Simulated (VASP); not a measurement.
Write the native input for VASP 6.6.1 that does the following.

- Task: single point
- Functional: PBE
- Potentials or basis: VASP PAW PBE potentials, release 64 (Ga_d, N)
- Cutoff: 520 eV
- k mesh: 1 × 1 × 14
- Occupations: gaussian, width 0.05 eV
- Spin: no spin polarisation
- Dipole correction: no
- Further INCAR settings: LREAL = Auto; ALGO = Normal; EDIFF = 1e-06; NBANDS = 106

The structure of GaN lies in POSCAR:

```
GaN
1.0
   17.2000000000      0.0000000000      0.0000000000
    0.0000000000     17.6000000000      0.0000000000
    0.0000000000      0.0000000000      3.2121751216
Ga N
10 10
Direct
    0.7517827221      0.5523017499      0.5000000000
    0.6722393690      0.6869436715      0.0000000000
    0.5269064311      0.7501794645      0.5000000000
    0.3712961510      0.7178552054      1.0000000000
    0.2648463668      0.6023176624      0.5000000000
    0.2482172779      0.4476982501      1.0000000000
    0.3277606310      0.3130563285      0.5000000000
    0.4730935689      0.2498205355      1.0000000000
    0.6287038490      0.2821447946      0.5000000000
    0.7351536332      0.3976823376      1.0000000000
    0.7351536332      0.6023176624      0.0000000000
    0.6287038490      0.7178552054      0.5000000000
    0.4730935689      0.7501794645      1.0000000000
    0.3277606310      0.6869436715      0.5000000000
    0.2482172779      0.5523017499      0.0000000000
    0.2648463668      0.3976823376      0.5000000000
    0.3712961510      0.2821447946      1.0000000000
    0.5269064311      0.2498205355      0.5000000000
    0.6722393690      0.3130563285      1.0000000000
    0.7517827221      0.4476982501      0.5000000000
```

These files were run (other wordings do the same):

INCAR

```
  PREC = Accurate
  ENCUT = 520
  EDIFF = 1E-6
  ISMEAR = 0
  SIGMA = 0.05
  LREAL = Auto
  LASPH = T
  NELM = 60
  ALGO = Normal
  ISIF = 2
  LWAVE = F
  LCHARG = F
  GGA = PE
  NBANDS = 106
```

KPOINTS

```
Automatic mesh
0
Gamma
  1 1 14
```

Potentials or basis: VASP PAW PBE potentials, release 64 (Ga_d, N).

The run is started by

```bash
$ cat potpaw_PBE.64/Ga_d/POTCAR potpaw_PBE.64/N/POTCAR > POTCAR
$ mpirun -np 1 vasp_std > vasp.out
```

Results of the run:

```json
{
 "Largest force": "0.575 eV/Å",
 "Band gap on the k mesh": "1.90 eV (least direct gap 2.18 eV)"
}
```

It took 45 min on 1 thread of Oxide Virtual Turin-like Processor (shared host), peak memory 1.1 GiB.
